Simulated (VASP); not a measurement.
# C (C2/m) in VASP: single point with PBEsol+D3(BJ)

Aim: the single point of C with PBEsol+D3(BJ).

Everything below comes from runs of VASP 6.6.1. Logs are shortened: lines on timing, memory, paths and dates and some standing lists are left out, and cuts for length are marked.

### 1 The cell of the first run

Symmetry: C2/m, No. 12, monoclinic system. Conventional cell: a = 19.084 Å, b = 2.458 Å, c = 3.577 Å, α = 90.00°, β = 93.89°, γ = 90.00°. Within 1.9 Å of C (site symmetry m) lie 3 C at 1.42 Å. Within 1.6 Å of C (site symmetry m) lie 3 C at 1.19 to 1.42 Å. Within 1.9 Å of C (site symmetry m) lie 3 C at 1.42 Å. Within 1.9 Å of C (site symmetry m) lie 3 C at 1.42 Å. Within 1.9 Å of C (site symmetry m) lie 3 C at 1.42 Å.

### 2 Single point, PBEsol+D3(BJ)

INCAR reads:

```
PREC     = Accurate       # precision mode
ENCUT    = 520            # plane-wave cutoff, eV
EDIFF    = 1E-7           # SCF threshold, eV
ISMEAR   = 0              # smearing method
SIGMA    = 0.05           # smearing width, eV
LREAL    = False          # projectors in reciprocal space
LASPH    = True           # aspherical terms in the spheres
NELM     = 60             # most SCF steps
ALGO     = Normal         # electronic algorithm
ISIF     = 2              # what is computed and relaxed
LWAVE    = False          # write WAVECAR
LCHARG   = False          # write CHGCAR
GGA      = PS             # functional
IVDW     = 12             # dispersion correction
NBANDS   = 31             # bands
ISYM     = 0
```

KPOINTS reads:

```
regular mesh
0
Gamma
  8 11 3
```

POSCAR reads:

```
C
1.0
    0.0000000000      1.4191802056     -3.2829684911
   -2.4580922212      0.0000000000      0.0000000000
    1.2290461106      8.9951948092      3.1837690787
C
10
Direct
    0.5627665045      0.0446957715      0.8893915430
    0.7665661209      0.6341916320      0.0683832640
    0.9656162168      0.2368176669      0.2736353338
    0.1646663127      0.8394437018      0.4788874035
    0.3637164086      0.4420697366      0.6841394733
    0.8324839750      0.1684344029      0.1368688057
    0.0315340709      0.7710604377      0.3421208755
    0.2305841668      0.3736864726      0.5473729452
    0.4296342627      0.9763125075      0.7526250150
    0.6286843586      0.5789385424      0.9578770847
```

Potentials or basis: VASP PAW PBE potentials, release 64 (C).

Started as:

```
$ cat potpaw_PBE.64/C/POTCAR > POTCAR
$ mpirun -np 1 vasp_std > vasp.out
```

OUTCAR:

```text
PREC = Accurate
   ENCUT = 520
   EDIFF = 1E-7
   ISMEAR = 0
   LREAL = False
   LASPH = True
   NELM = 60
   ISIF = 2
   GGA = PS
   IVDW = 12
   ISYM = 0
 IVDW          = 12

 ion  position               nearest neighbor table
   1  0.563  0.045  0.889-   9 1.42  10 1.42  10 1.42
   2  0.767  0.634  0.068-  10 1.19   6 1.42   6 1.42
   3  0.966  0.237  0.274-   7 1.42   7 1.42   6 1.42
   4  0.165  0.839  0.479-   7 1.42   8 1.42   8 1.42
   5  0.364  0.442  0.684-   9 1.42   9 1.42   8 1.42
   6  0.832  0.168  0.137-   2 1.42   2 1.42   3 1.42
   7  0.032  0.771  0.342-   4 1.42   3 1.42   3 1.42
   8  0.231  0.374  0.547-   4 1.42   4 1.42   5 1.42
   9  0.430  0.976  0.753-   1 1.42   5 1.42   5 1.42
  10  0.629  0.579  0.958-   2 1.19   1 1.42   1 1.42

IMPORTANT INFORMATION: All symmetrisations will be switched off!
NOSYMM: (Re-)initialisation of all symmetry stuff for point group C_1.

----------------------------------------------------------------------------------------

                                     Primitive cell

  volume of cell :      83.6963

  direct lattice vectors                    reciprocal lattice vectors
     0.000000000  1.419180206 -3.282968491     0.000000000  0.093504731 -0.264181621
    -2.458092221  0.000000000  0.000000000    -0.406819562  0.048209069  0.020840089
     1.229046111  8.995194809  3.183769079     0.000000000  0.096418138  0.041680179

  length of vectors
     3.576584204  2.458092221  9.620835179     0.280241081  0.410195782  0.105041395

  position of ions in fractional coordinates (direct lattice)
     0.562766504  0.044695772  0.889391543
     0.766566121  0.634191632  0.068383264
     0.965616217  0.236817667  0.273635334
     0.164666313  0.839443702  0.478887404
     0.363716409  0.442069737  0.684139473
     0.832483975  0.168434403  0.136868806
     0.031534071  0.771060438  0.342120876
     0.230584167  0.373686473  0.547372945
     0.429634263  0.976312507  0.752625015
     0.628684359  0.578938542  0.957877085

  ion indices of the primitive-cell ions
   primitive index   ion index
                 1           1
                 2           2
                 3           3
                 4           4
                 5           5
                 6           6
                 7           7
                 8           8
                 9           9
                10          10

----------------------------------------------------------------------------------------

 KPOINTS: regular mesh

Automatic generation of k-mesh.
 Grid dimensions read from file:
 generate k-points for:    8   11    3

 Generating k-lattice:

  Cartesian coordinates                     Fractional coordinates (reciprocal lattice)
     0.000000000  0.011688091 -0.033022703     0.125000000  0.000000000  0.000000000
    -0.036983597  0.004382643  0.001894554    -0.000000000  0.090909091 -0.000000000
     0.000000000  0.032139379  0.013893393    -0.000000000  0.000000000  0.333333333

  Length of vectors
     0.035030135  0.037290526  0.035013798

  Shift w.r.t. Gamma in fractional coordinates (k-lattice)
     0.000000000  0.000000000  0.000000000

 -----------------------------------------------------------------------------
|                                                                             |
|           W    W    AA    RRRRR   N    N  II  N    N   GGGG   !!!           |
|           W    W   A  A   R    R  NN   N  II  NN   N  G    G  !!!           |
|           W    W  A    A  R    R  N N  N  II  N N  N  G       !!!           |
|           W WW W  AAAAAA  RRRRR   N  N N  II  N  N N  G  GGG   !            |
|           WW  WW  A    A  R   R   N   NN  II  N   NN  G    G                |
|           W    W  A    A  R    R  N    N  II  N    N   GGGG   !!!           |
|                                                                             |
|     Your reciprocal lattice and k-lattice belong to different lattice       |
|     classes:                                                                |
|                                                                             |
|        The reciprocal lattice is base-centered monoclinic,                  |
|        whereas your k-lattice is triclinic.                                 |
|                                                                             |
|     Results are often still useful ...                                      |
|                                                                             |
 -----------------------------------------------------------------------------

 WARNING: IBZKPT: internal override: KBLOWUP is changed to .FALSE.
      ... skipping the blow-up phase ...

 Subroutine IBZKPT returns following result:
 ===========================================

 Found    133 irreducible k-points:

 Following reciprocal coordinates:
            Coordinates               Weight
  0.000000  0.000000  0.000000      1.000000
  0.125000  0.000000  0.000000      2.000000
  0.250000  0.000000  0.000000      2.000000
  0.375000  0.000000 -0.000000      2.000000
  0.500000  0.000000  0.000000      1.000000
  0.000000  0.090909  0.000000      2.000000
[... 16 lines left out ...]
  0.125000  0.272727 -0.000000      2.000000
  0.250000  0.272727 -0.000000      2.000000
 [... further k-points ...]
   k-points           NKPTS =    133   k-points in BZ     NKDIM =    133   number of bands    NBANDS=     31
   number of dos      NEDOS =    301   number of ions     NIONS =     10
   total plane-waves  NPLWV =  36288
   dimension x,y,z NGX =    28 NGY =   18 NGZ =   72
   dimension x,y,z NGXF=    56 NGYF=   36 NGZF=  144
   ions per type =              10
   NGX,Y,Z   is equivalent  to a cutoff of  13.01, 12.17, 12.44 a.u.
   NGXF,Y,Z  is equivalent  to a cutoff of  26.03, 24.35, 24.88 a.u.
 SYSTEM =  unknown system
   PREC   = accura    normal or accurate (medium, high low for compatibility)
   ISTART =      0    job   : 0-new  1-cont  2-samecut
   ICHARG =      2    charge: 1-file 2-atom 10-const
   ISPIN  =      1    spin polarized calculation?
   LNONCOLLINEAR =      F non collinear calculations
   LSORBIT =      F    spin-orbit coupling
   LASPH  =      T    aspherical Exc in radial PAW
   ENCUT  =  520.0 eV  38.22 Ry    6.18 a.u.   6.65  4.57 17.89*2*pi/ulx,y,z
   NELM   =     60;   NELMIN=  2; NELMDL= -5     # of ELM steps
   EDIFF  = 0.1E-06   stopping-criterion for ELM
   LREAL  =      F    real-space projection
   EDIFFG = 0.1E-05   stopping-criterion for IOM
   NSW    =      0    number of steps for IOM
   IBRION =     -1    ionic relax: 0-MD 1-quasi-New 2-CG
   NFREE  =      0    steps in history (QN), initial steepest desc. (CG)
   ISIF   =      2    stress and relaxation
   ISYM   =      0    0-nonsym 1-usesym 2-fastsym
   POTIM  = 0.5000    time-step for ionic-motion
   TEBEG  =    0.0;   TEEND  =   0.0 temperature during run
   PSTRESS=    0.0 pullay stress
   NELECT =      40.0000    total number of electrons
   NUPDOWN=      -1.0000    fix difference up-down
   EMIN   =  10.00;   EMAX   =-10.00  energy-range for DOS
   EFERMI =   0.00;   METHOD = LEGACY
   ISMEAR =     0;   SIGMA  =   0.05  broadening in eV -4-tet -1-fermi 0-gaus
   EFERMI_NEDOS =   21; number of points for ismear=-14 and -15
   IALGO  =     38    algorithm
   IMIX   =      4    mixing-type and parameters
     AMIX     =   0.40;   BMIX     =  1.00
     AMIX_MAG =   1.60;   BMIX_MAG =  1.00
  volume/ion in A,a.u.               =       8.37        56.48
  Fermi-wavevector in a.u.,A,eV,Ry     =   1.279949  2.418754 22.290021  1.638270
  Thomas-Fermi vector in A             =   2.412405
   LORBIT       =      0    0 simple, 1 ext, 2 COOP (PROOUT), +10 PAW based schemes
   GGA     = PS    functional components
   LHFCALC =     F    Hartree Fock is set to
   AEXX    =    0.0000 exact exchange contribution
   IVDW    =    12    specifies the selected vdW correction
   LEPSILON=     F    determine dielectric tensor
   LRPA    =     F    only Hartree local field effects (RPA)
 non-spin polarized calculation
 Gauss-broadening in eV      SIGMA  =   0.05
  energy-cutoff  :      520.00
  volume of cell :       83.70
 maximum number of plane-waves:      2285
   NGX = 13   NGY =  9   NGZ = 35

 number of electron      40.0000001 magnetization

 Free energy of the ion-electron system (eV)
  ---------------------------------------------------
  ext. energy  EPLUGINS =         0.00000000
  ---------------------------------------------------
  free energy    TOTEN  =       -94.80355061 eV

  energy without entropy =      -94.80355061  energy(sigma->0) =      -94.80355061

 E-fermi :   5.1091     XC(G=0): -10.8059

 val. band max:        4.8709696408   @ k =   0.0000   0.3636   0.3333
 cond. band min:       5.3247287217   @ k =   0.0000   0.3636   0.3333
 fundamental gap:      0.4537590809
 Fermi energy:         5.1090689089

 k-point     1 :       0.0000    0.0000    0.0000
  band No.  band energies     occupation
      1     -15.1975      2.00000
      2     -14.0362      2.00000
      3     -13.5653      2.00000
      4     -11.0402      2.00000
      5     -10.5273      2.00000
      6      -6.5240      2.00000
[... 23 lines left out ...]
     30      13.2753      0.00000
     31      13.5396      0.00000

 k-point     2 :       0.1250    0.0000    0.0000
  band No.  band energies     occupation
      1     -15.1523      2.00000
      2     -14.0348      2.00000
      3     -13.4810      2.00000
      4     -11.2229      2.00000
      5     -10.3195      2.00000
      6      -6.9005      2.00000
[... 740 lines left out ...]
 k-point    24 :       0.2500    0.2727   -0.0000
  band No.  band energies     occupation
      1     -13.7238      2.00000
      2     -12.8349      2.00000
      3     -11.6832      2.00000
      4     -10.6893      2.00000
      5      -8.2544      2.00000
      6      -7.3005      2.00000
[... 23 lines left out ...]
     30      15.1329      0.00000
     31      15.5267      0.00000

 [... further k-points ...]

------------------------ aborting loop because EDIFF is reached ----------------------------------------

 Edisp (eV)   -1.10456

 E8    (eV) :    -0.5372

  FORCE on cell =-STRESS in cart. coord.  units (eV):
  Direction    XX          YY          ZZ          XY          YZ          ZX
  --------------------------------------------------------------------------------------
  -------------------------------------------------------------------------------------
  Total       2.32458    23.08814     0.17184     0.03792    -1.71294     0.00444
  in kB      44.49878   441.97069     3.28956     0.72589   -32.79043     0.08507
  external pressure =      163.25 kB  Pullay stress =        0.00 kB

 VOLUME and BASIS-vectors are now :
 -----------------------------------------------------------------------------
  energy-cutoff  :      520.00
  volume of cell :       83.70
      direct lattice vectors                 reciprocal lattice vectors
     0.000000000  1.419180206 -3.282968491     0.000000000  0.093504731 -0.264181621
    -2.458092221  0.000000000  0.000000000    -0.406819562  0.048209069  0.020840089
     1.229046111  8.995194809  3.183769079     0.000000000  0.096418138  0.041680179

 POSITION                                       TOTAL-FORCE (eV/Angst)
 -----------------------------------------------------------------------------------
      0.98324      8.79892      0.98407        -0.008095     -1.981041      0.275417
     -1.47486      1.70302     -2.29890        -0.007972     15.620295     -0.513369
     -0.24581      3.83179     -2.29890        -0.006984     -0.346507     -0.094322
     -1.47486      4.54138      0.98407        -0.006670     -0.169052      0.011125
     -0.24581      6.67015      0.98407        -0.007008     -0.243353     -0.008303
     -0.24581      2.41261     -2.29726         0.008063      1.981012     -0.275438
     -1.47486      3.12220      0.98571         0.006785      0.243369      0.008366
     -0.24581      5.25097      0.98571         0.006876      0.169059     -0.011158
     -1.47486      7.37974      0.98571         0.007170      0.346600      0.094336
     -0.24581      9.50851      0.98571         0.007836    -15.620382      0.513346
 -----------------------------------------------------------------------------------
    total drift:                               -0.000309     -0.000123     -0.000002

  FREE ENERGIE OF THE ION-ELECTRON SYSTEM (eV)
  ---------------------------------------------------
  free  energy   TOTEN  =       -95.9081114024 eV

  energy  without entropy=      -95.9081114024  energy(sigma->0) =      -95.90811140
```

It took 7.2 min on 1 thread of Oxide Virtual Turin-like, shared host; peak memory 0.31 GiB.

Results:

| Quantity | Value |
| --- | --- |
| Free energy | -95.9081 eV |
| Pressure | 16.3 GPa |
| Largest force | 15.629 eV/Å |
| Band gap on the k mesh | 0.45 eV |
| Dispersion energy per atom | -0.110 eV |

Forces in eV/Å, atoms in the order of the input:
```
C    -0.008  -1.981   0.275
C    -0.008  15.620  -0.513
C    -0.007  -0.347  -0.094
C    -0.007  -0.169   0.011
C    -0.007  -0.243  -0.008
C     0.008   1.981  -0.275
C     0.007   0.243   0.008
C     0.007   0.169  -0.011
C     0.007   0.347   0.094
C     0.008 -15.620   0.513
```

Levels at points of the mesh, in eV from the valence-band top:
| k point | band 16 | band 17 | band 18 | band 19 | band 20 | band 21 | band 22 | band 23 | band 24 | band 25 |
| --- | --- | --- | --- | --- | --- | --- | --- | --- | --- | --- |
| (0.00, 0.00, 0.00) | -4.07 | -3.62 | -3.32 | -2.85 | -2.46 | 2.61 | 3.07 | 4.32 | 6.45 | 6.48 |
| (0.50, 0.00, 0.00) | -4.03 | -3.58 | -3.34 | -2.83 | -1.36 | 2.04 | 6.37 | 6.96 | 7.56 | 8.05 |

Caveat: the PAW data sets were made with another functional, which shifts forces and pressure a little. A k mesh can miss the band edges.
